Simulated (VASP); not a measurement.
# SnO2 (Pnnm) in VASP: relaxation of cell and atoms with LDA

Aim: the relaxation of cell and atoms of SnO2 with LDA.

Everything below comes from runs of VASP 6.6.1. Logs are shortened: lines on timing, memory, paths and dates and some standing lists are left out, and cuts for length are marked.

## 1. The cell of the first run

It takes space group Pnnm (No. 58, orthorhombic). The conventional cell has a = 4.714 Å, b = 4.737 Å, c = 3.187 Å, α = 90.00°, β = 90.00°, γ = 90.00°. Within 2.7 Å of Sn (site symmetry 2/m) lie 6 O at 2.05 Å. O (site symmetry m) has 3 Sn at 2.05 Å and 1 O at 2.59 Å within 2.7 Å.

## 2. Relaxation of cell and atoms, LDA

INCAR

```
PREC = Accurate ; ENCUT = 600
EDIFF = 1E-7 ; ISMEAR = 0
SIGMA = 0.02 ; LREAL = F
LASPH = T ; NELM = 60
ALGO = Normal ; ISIF = 3
LWAVE = F ; LCHARG = F
GGA = CA ; IBRION = 2
NSW = 100 ; EDIFFG = -0.002
```

KPOINTS

```
regular mesh
0
Gamma
  8 8 12
```

POSCAR

```
SnO2
1.0
    4.7135083177      0.0000000000      0.0000000000
    0.0000000000      4.7366820532      0.0000000000
    0.0000000000      0.0000000000      3.1866224533
Sn O
2 4
Direct
    0.5000000000      0.5000000000      0.5000000000
    0.0000000000      0.0000000000      0.0000000000
    0.3040913182      0.3081008512      0.0000000000
    0.8040913182      0.1918991488      0.5000000000
    0.1959086818      0.8081008512      0.5000000000
    0.6959086818      0.6918991488      0.0000000000
```

Potentials or basis: VASP PAW LDA potentials, release 64 (Sn_d, O).

The run is started by

```
cat potpaw_LDA.64/Sn_d/POTCAR potpaw_LDA.64/O/POTCAR > POTCAR
mpirun -np 1 vasp_std > vasp.out
```

OUTCAR:

```text
PREC = Accurate
   ENCUT = 600
   EDIFF = 1E-7
   ISMEAR = 0
   LREAL = F
   LASPH = T
   NELM = 60
   ISIF = 3
   GGA = CA
   IBRION = 2
   NSW = 100
   EDIFFG = -0.002

 ion  position               nearest neighbor table
   1  0.500  0.500  0.500-   4 2.05   5 2.05   3 2.05   6 2.05   3 2.05   6 2.05   2 3.70   2 3.70
                             2 3.70   2 3.70   2 3.70   2 3.70   2 3.70   2 3.70
   2  0.000  0.000  0.000-   3 2.05   6 2.05   5 2.05   4 2.05   4 2.05   5 2.05   1 3.70   1 3.70
                             1 3.70   1 3.70   1 3.70   1 3.70   1 3.70   1 3.70
   3  0.304  0.308  0.000-   2 2.05   1 2.05   1 2.05
   4  0.804  0.192  0.500-   1 2.05   2 2.05   2 2.05
   5  0.196  0.808  0.500-   1 2.05   2 2.05   2 2.05
   6  0.696  0.692  0.000-   2 2.05   1 2.05   1 2.05

  LATTYP: Found a simple orthorhombic cell.
 ALAT       =     3.1866224533
 B/A-ratio  =     1.4791549318
 C/A-ratio  =     1.4864271255

  Lattice vectors:

 A1 = (   0.0000000000,   0.0000000000,   3.1866224533)
 A2 = (   4.7135083177,   0.0000000000,   0.0000000000)
 A3 = (   0.0000000000,   4.7366820532,   0.0000000000)

Analysis of symmetry for initial positions (statically):
=====================================================================
 Subroutine PRICEL returns:
 Original cell was already a primitive cell.

 Routine SETGRP: Setting up the symmetry group for a
 simple orthorhombic supercell.

 Subroutine GETGRP returns: Found  8 space group operations
 (whereof  4 operations were pure point group operations)
 out of a pool of  8 trial point group operations.

The static configuration has the point symmetry C_2h.
 The point group associated with its full space group is D_2h.

Analysis of symmetry for dynamics (positions and initial velocities):
=====================================================================
 Subroutine PRICEL returns:
 Original cell was already a primitive cell.

 Routine SETGRP: Setting up the symmetry group for a
 simple orthorhombic supercell.

 Subroutine GETGRP returns: Found  8 space group operations
 (whereof  4 operations were pure point group operations)
 out of a pool of  8 trial point group operations.

The dynamic configuration has the point symmetry C_2h.
 The point group associated with its full space group is D_2h.

 Subroutine INISYM returns: Found  8 space group operations
 (whereof  4 operations are pure point group operations),
 and found     1 'primitive' translations

----------------------------------------------------------------------------------------

                                     Primitive cell

  volume of cell :      71.1458

  direct lattice vectors                    reciprocal lattice vectors
     4.713508318  0.000000000  0.000000000     0.212156197  0.000000000  0.000000000
     0.000000000  4.736682053  0.000000000     0.000000000  0.211118245  0.000000000
     0.000000000  0.000000000  3.186622453     0.000000000  0.000000000  0.313811885

  length of vectors
     4.713508318  4.736682053  3.186622453     0.212156197  0.211118245  0.313811885

  position of ions in fractional coordinates (direct lattice)
     0.500000000  0.500000000  0.500000000
     0.000000000  0.000000000  0.000000000
     0.304091318  0.308100851  0.000000000
     0.804091318  0.191899149  0.500000000
     0.195908682  0.808100851  0.500000000
     0.695908682  0.691899149  0.000000000

  ion indices of the primitive-cell ions
   primitive index   ion index
                 1           1
                 2           2
                 3           3
                 4           4
                 5           5
                 6           6

----------------------------------------------------------------------------------------

 KPOINTS: regular mesh

Automatic generation of k-mesh.
 Grid dimensions read from file:
 generate k-points for:    8    8   12

 Generating k-lattice:

  Cartesian coordinates                     Fractional coordinates (reciprocal lattice)
     0.026519525  0.000000000  0.000000000     0.125000000  0.000000000  0.000000000
     0.000000000  0.026389781  0.000000000     0.000000000  0.125000000  0.000000000
     0.000000000  0.000000000  0.026150990     0.000000000  0.000000000  0.083333333

  Length of vectors
     0.026519525  0.026389781  0.026150990

  Shift w.r.t. Gamma in fractional coordinates (k-lattice)
     0.000000000  0.000000000  0.000000000

 Subroutine IBZKPT returns following result:
 ===========================================

 Found    175 irreducible k-points:

 Following reciprocal coordinates:
            Coordinates               Weight
  0.000000  0.000000  0.000000      1.000000
  0.125000  0.000000  0.000000      2.000000
  0.250000  0.000000  0.000000      2.000000
  0.375000  0.000000  0.000000      2.000000
  0.500000  0.000000  0.000000      1.000000
  0.000000  0.125000  0.000000      2.000000
[... 16 lines left out ...]
  0.250000  0.500000  0.000000      2.000000
  0.375000  0.500000  0.000000      2.000000
 [... further k-points ...]
   k-points           NKPTS =    175   k-points in BZ     NKDIM =    175   number of bands    NBANDS=     31
   number of dos      NEDOS =    301   number of ions     NIONS =      6
   total plane-waves  NPLWV =  44800
   dimension x,y,z NGX =    40 NGY =   40 NGZ =   28
   dimension x,y,z NGXF=    80 NGYF=   80 NGZF=   56
   ions per type =               2   4
   NGX,Y,Z   is equivalent  to a cutoff of  14.11, 14.04, 14.61 a.u.
   NGXF,Y,Z  is equivalent  to a cutoff of  28.22, 28.08, 29.22 a.u.
 SYSTEM =  unknown system
   PREC   = accura    normal or accurate (medium, high low for compatibility)
   ISTART =      0    job   : 0-new  1-cont  2-samecut
   ICHARG =      2    charge: 1-file 2-atom 10-const
   ISPIN  =      1    spin polarized calculation?
   LNONCOLLINEAR =      F non collinear calculations
   LSORBIT =      F    spin-orbit coupling
   LASPH  =      T    aspherical Exc in radial PAW
   ENCUT  =  600.0 eV  44.10 Ry    6.64 a.u.   9.41  9.46  6.36*2*pi/ulx,y,z
   NELM   =     60;   NELMIN=  2; NELMDL= -5     # of ELM steps
   EDIFF  = 0.1E-06   stopping-criterion for ELM
   LREAL  =      F    real-space projection
   EDIFFG = -.2E-02   stopping-criterion for IOM
   NSW    =    100    number of steps for IOM
   IBRION =      2    ionic relax: 0-MD 1-quasi-New 2-CG
   NFREE  =      1    steps in history (QN), initial steepest desc. (CG)
   ISIF   =      3    stress and relaxation
   ISYM   =      2    0-nonsym 1-usesym 2-fastsym
   POTIM  = 0.5000    time-step for ionic-motion
   TEBEG  =    0.0;   TEEND  =   0.0 temperature during run
   PSTRESS=    0.0 pullay stress
   NELECT =      52.0000    total number of electrons
   NUPDOWN=      -1.0000    fix difference up-down
   EMIN   =  10.00;   EMAX   =-10.00  energy-range for DOS
   EFERMI =   0.00;   METHOD = LEGACY
   ISMEAR =     0;   SIGMA  =   0.02  broadening in eV -4-tet -1-fermi 0-gaus
   EFERMI_NEDOS =   21; number of points for ismear=-14 and -15
   IALGO  =     38    algorithm
   IMIX   =      4    mixing-type and parameters
     AMIX     =   0.40;   BMIX     =  1.00
     AMIX_MAG =   1.60;   BMIX_MAG =  1.00
  volume/ion in A,a.u.               =      11.86        80.02
  Fermi-wavevector in a.u.,A,eV,Ry     =   1.474663  2.786710 29.587667  2.174632
  Thomas-Fermi vector in A             =   2.589407
   LORBIT       =      0    0 simple, 1 ext, 2 COOP (PROOUT), +10 PAW based schemes
   GGA     = CA    functional components
   LHFCALC =     F    Hartree Fock is set to
   AEXX    =    0.0000 exact exchange contribution
   IVDW    =     0    specifies the selected vdW correction
   LEPSILON=     F    determine dielectric tensor
   LRPA    =     F    only Hartree local field effects (RPA)
 conjugate gradient relaxation of ions
 non-spin polarized calculation
 Gauss-broadening in eV      SIGMA  =   0.02
  energy-cutoff  :      600.00
  volume of cell :       71.15
 maximum number of plane-waves:      2405
 NGX is ok and might be reduce to    40
   NGX = 19   NGY = 19   NGZ = 13

--------------------------------------- Ionic step        1  -------------------------------------------

 number of electron      51.9999998 magnetization

 Free energy of the ion-electron system (eV)
  ---------------------------------------------------
  ext. energy  EPLUGINS =         0.00000000
  ---------------------------------------------------
  free energy    TOTEN  =       -42.29004662 eV

  energy without entropy =      -42.29004662  energy(sigma->0) =      -42.29004662

------------------------ aborting loop because EDIFF is reached ----------------------------------------

  FORCE on cell =-STRESS in cart. coord.  units (eV):
  Direction    XX          YY          ZZ          XY          YZ          ZX
  --------------------------------------------------------------------------------------
  -------------------------------------------------------------------------------------
  Total        0.3417666      0.2359270      0.6725268      0.0000000      0.0000000      0.0000000
  in kB        7.6964614      5.3129922     15.1450630      0.0000000      0.0000000      0.0000000
  external PRESSURE =       9.3848389 kB  Pullay stress =       0.0000000 kB
[... 101 lines left out ...]
  FREE ENERGIE OF THE ION-ELECTRON SYSTEM (eV)
  ---------------------------------------------------
  free  energy   TOTEN  =       -42.2911556571 eV

  energy  without entropy=      -42.2911556571  energy(sigma->0) =      -42.29115566

[... ionic steps 4 to 24 ...]

--------------------------------------- Ionic step       25  -------------------------------------------

 number of electron      51.9999995 magnetization

------------------------ aborting loop because EDIFF is reached ----------------------------------------

  FORCE on cell =-STRESS in cart. coord.  units (eV):
  Direction    XX          YY          ZZ          XY          YZ          ZX
  --------------------------------------------------------------------------------------
  -------------------------------------------------------------------------------------
  Total       -0.0041902     -0.0008487     -0.0206678     -0.0000000      0.0000000      0.0000000
  in kB       -0.0939969     -0.0190386     -0.4636355     -0.0000000      0.0000000      0.0000000
  external PRESSURE =      -0.1922237 kB  Pullay stress =       0.0000000 kB
[... 65 lines left out ...]
  energy  without entropy=      -42.2914555533  energy(sigma->0) =      -42.29145555

--------------------------------------- Ionic step       27  -------------------------------------------

 number of electron      51.9999995 magnetization

 Free energy of the ion-electron system (eV)
  ---------------------------------------------------
  ext. energy  EPLUGINS =         0.00000000
  ---------------------------------------------------
  free energy    TOTEN  =       -42.29145629 eV

  energy without entropy =      -42.29145629  energy(sigma->0) =      -42.29145629

 E-fermi :   6.0491     XC(G=0): -11.8116

 val. band max:        5.8878032052   @ k =   0.0000   0.0000   0.0000
 cond. band min:       7.0375109600   @ k =   0.0000   0.0000   0.0000
 fundamental gap:      1.1497077548
 Fermi energy:         6.0491433244

 k-point     1 :       0.0000    0.0000    0.0000
  band No.  band energies     occupation
      1     -15.1215      2.00000
      2     -14.3471      2.00000
      3     -14.0819      2.00000
      4     -14.0626      2.00000
      5     -14.0625      2.00000
      6     -13.9866      2.00000
[... 805 lines left out ...]
     30      13.1174      0.00000
     31      16.6509      0.00000

 [... further k-points ...]
[... 5 lines left out ...]
  --------------------------------------------------------------------------------------
  -------------------------------------------------------------------------------------
  Total        0.0066228      0.0060728      0.0097285      0.0000000      0.0000000      0.0000000
  in kB        0.1485812      0.1362412      0.2182567      0.0000000      0.0000000      0.0000000
  external PRESSURE =       0.1676930 kB  Pullay stress =       0.0000000 kB
[... 21 lines left out ...]
  FREE ENERGIE OF THE ION-ELECTRON SYSTEM (eV)
  ---------------------------------------------------
  free  energy   TOTEN  =       -42.2914562860 eV

  energy  without entropy=      -42.2914562860  energy(sigma->0) =      -42.29145629

 reached required accuracy - stopping structural energy minimisation
```

It took 1.8 h on 1 thread of Oxide Virtual Turin-like, shared host; peak memory 0.44 GiB.

What came out:

```yaml
Free_energy: -42.2915 eV
Relaxed_volume: 11.90 Å³/atom
Relaxed_cell: a = 4.727 Å, b = 4.727 Å, c = 3.196 Å, α = 90.00°, β = 90.00°, γ = 90.00°
Space_group_after_relaxing_to_0.1_Å: P4_2/mnm (No. 136)
Energy_gained_by_relaxing: 0.2 meV/atom
Ionic_steps: 27
Pressure_after_relaxing: 0.0 GPa
Band_gap_on_the_k_mesh: 1.15 eV
```

The path:
```tsv
step	energy change (eV)	largest force (eV/Å)	pressure (GPa)	volume (Å³)
1	0.0000	0.0332	0.94	71.15
2	0.0009	0.0501	-1.37	71.86
3	-0.0011	0.0061	-0.05	71.45
4	-0.0011	0.0064	-0.09	71.46
5	-0.0012	0.0078	-0.05	71.43
6	-0.0012	0.0088	-0.01	71.41
7	-0.0012	0.0081	-0.02	71.41
8	-0.0012	0.0064	0.07	71.40
9	-0.0012	0.0078	0.09	71.39
10	-0.0012	0.0085	0.04	71.40
11	-0.0013	0.0098	-0.01	71.42
12	-0.0013	0.0104	-0.03	71.43
13	-0.0013	0.0079	-0.03	71.43
14	-0.0013	0.0071	-0.02	71.42
15	-0.0013	0.0084	-0.02	71.42
16	-0.0013	0.0070	0.03	71.41
17	-0.0013	0.0057	0.07	71.40
18	-0.0013	0.0044	0.14	71.37
19	-0.0013	0.0049	0.13	71.37
20	-0.0013	0.0044	0.11	71.38
21	-0.0014	0.0043	0.09	71.39
22	-0.0014	0.0056	0.03	71.41
23	-0.0014	0.0063	0.00	71.41
24	-0.0014	0.0048	0.00	71.41
25	-0.0014	0.0008	-0.02	71.42
26	-0.0014	0.0023	-0.02	71.42
27	-0.0014	0.0010	0.02	71.41
```

Final structure:
```yaml
crystal:
  lattice:
    - [4.72660, 0.00000, 0.00000]
    - [0.00000, 4.72733, 0.00000]
    - [0.00000, 0.00000, 3.19612]
  atoms:
    - { symbol: Sn, position: [0.50000, 0.50000, 0.50000] }
    - { symbol: Sn, position: [0.00000, 0.00000, 0.00000] }
    - { symbol: O, position: [0.30587, 0.30620, 0.00000] }
    - { symbol: O, position: [0.80587, 0.19380, 0.50000] }
    - { symbol: O, position: [0.19413, 0.80620, 0.50000] }
    - { symbol: O, position: [0.69413, 0.69380, 0.00000] }
```

Levels at points of the mesh, in eV from the valence-band top:
```tsv
k point	band 23	band 24	band 25	band 26	band 27	band 28	band 29	band 30
(0.00, 0.00, 0.00)	-1.28	-0.80	-0.80	0.00	1.15	5.92	6.05	6.05
(0.50, 0.00, 0.00)	-1.24	-1.24	-0.65	-0.65	4.31	4.31	6.80	6.80
(0.00, 0.50, 0.00)	-1.24	-1.24	-0.65	-0.65	4.32	4.32	6.81	6.81
(0.50, 0.50, 0.00)	-1.37	-1.37	-0.91	-0.91	4.70	4.70	7.30	7.30
(0.00, 0.00, 0.50)	-1.72	-1.72	-1.28	-1.28	6.03	6.03	9.52	9.52
(0.50, 0.00, 0.50)	-1.13	-1.13	-0.72	-0.72	6.31	6.31	7.88	7.88
(0.00, 0.50, 0.50)	-1.13	-1.13	-0.72	-0.72	6.31	6.31	7.88	7.88
(0.50, 0.50, 0.50)	-0.99	-0.99	-0.84	-0.84	4.69	4.69	8.63	8.63
```

Caveat: spin-orbit coupling is left out, which moves the levels of the heavy elements.
